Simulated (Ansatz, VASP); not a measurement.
## Zn2SiN: VASP beside Ansatz

```xyz
4
Lattice="3.3095 0.0000 0.0000 -1.6547 2.8661 0.0000 0.0000 0.0000 5.4085" Properties=species:S:1:pos:R:3 pbc="T T T"
Zn    0.0000    1.9107    1.3471
Zn    1.6547    0.9554    4.0614
Si    0.0000    0.0000    2.7042
N     0.0000    0.0000    0.0000
```

Change from the starting cell: species swapped into the GdAgSe2 type (P-3m1, No. 164).

Alike in both runs: task relaxation of cell and atoms; functional PBE; k mesh 6 × 6 × 4; occupations gaussian, width 0.1 eV; no spin polarisation.

|  | VASP | Ansatz |
| --- | --- | --- |
| version | VASP 6.6.1 | Ansatz 0.2.0 |
| potentials or method | VASP PAW PBE potentials, release 64 (Zn, Si, N), cutoff 600 eV | scalar-relativistic, plane waves, PAW |
| valence electrons in the cell | 33 | 33 |

```csv
,VASP,Ansatz,Ansatz less VASP
"gap on the k mesh at the Fermi level, each at its own relaxed structure (eV)",none,none,-
relaxed volume (Å³/atom),13.42,13.39,-0.031
relaxed length of the cell vector where the two differ most in proportion (Å),6.477,6.507,+0.0293
```

A gap of «none» marks a metal or a gap that the smearing closes.

The k mesh is coarse, so the values compare programs but aren't converged.
